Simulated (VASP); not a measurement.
WC, 2 atoms in the cell. It takes space group Cmmm (No. 65, orthorhombic). The conventional cell has a = 2.944 Å, b = 5.092 Å, c = 3.007 Å, α = 90.00°, β = 90.00°, γ = 90.00°. W (site symmetry mmm) has 4 C at 2.10 Å within 2.8 Å. C (site symmetry mmm) has 4 W at 2.10 Å within 2.8 Å. 

| Item | Value |
| --- | --- |
| Program | VASP 6.6.1 |
| Task | single point |
| Functional | RPBE |
| Dispersion | D4 |
| Potentials or basis | VASP PAW PBE potentials, release 64 (W_sv, C) |
| Cutoff | 520 eV |
| k mesh | 10 × 10 × 6 |
| Occupations | fermi-dirac, width 0.05 eV |
| Spin | no spin polarisation |
| Dipole correction | no |
| Further INCAR settings | ALGO = Normal; EDIFF = 1e-07; NBANDS = 16 |

Potentials or basis: VASP PAW PBE potentials, release 64 (W_sv, C).

Command:

```bash
$ cat potpaw_PBE.64/W_sv/POTCAR potpaw_PBE.64/C/POTCAR > POTCAR
$ mpirun -np 1 vasp_std > vasp.out
```

Hardware: 1 thread of Intel(R) Xeon(R) 6975P-C (Granite Rapids), on a shared host.

Task: How long does it take, and how much memory?

Result: Run time: 13 s on 1 thread of Intel(R) Xeon(R) 6975P-C (Granite Rapids), with other jobs on the host, peak memory 0.17 GiB. Counts: scf iterations 14, k points 124.
